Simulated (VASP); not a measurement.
Crystal: Ga.

```
Ga
1.0
    -1.68099    1.68099    1.68099
     1.68099   -1.68099    1.68099
     1.68099    1.68099   -1.68099
Ga
1
Direct
  0.00000 0.00000 0.00000
```

This isn't the form of Ga at room conditions, which is orthorhombic.

```yaml
Program: VASP 6.6.1
Task: relaxation of cell and atoms
Functional: LDA
Potentials_or_basis: VASP PAW LDA potentials, release 64 (Ga_d)
Cutoff: 600 eV
k_mesh: 20 × 20 × 20
Occupations: fermi-dirac, width 0.1 eV
Spin: no spin polarisation
```

At the start: pressure -4.6 GPa; volume 19.00 Å³/atom.

Q: How do energy, volume and symmetry change on relaxing?

A: Over 3 steps the energy falls by 24.6 meV/atom and the volume is 17.44 Å³/atom (-8.2 %); space group Im-3m (No. 229, to 0.1 Å) before and after.

The path:
```csv
step,energy change (eV),largest force (eV/Å),pressure (GPa),volume (Å³)
1,0.0000,0.0000,-4.57,19.00
2,-0.0244,0.0000,-0.42,17.55
3,-0.0246,0.0000,0.03,17.44
```

Final structure:
```yaml
crystal:
  lattice:
    - [-1.63366, 1.63366, 1.63366]
    - [1.63366, -1.63366, 1.63366]
    - [1.63366, 1.63366, -1.63366]
  atoms:
    - { symbol: Ga, position: [0.00000, 0.00000, 0.00000] }
```
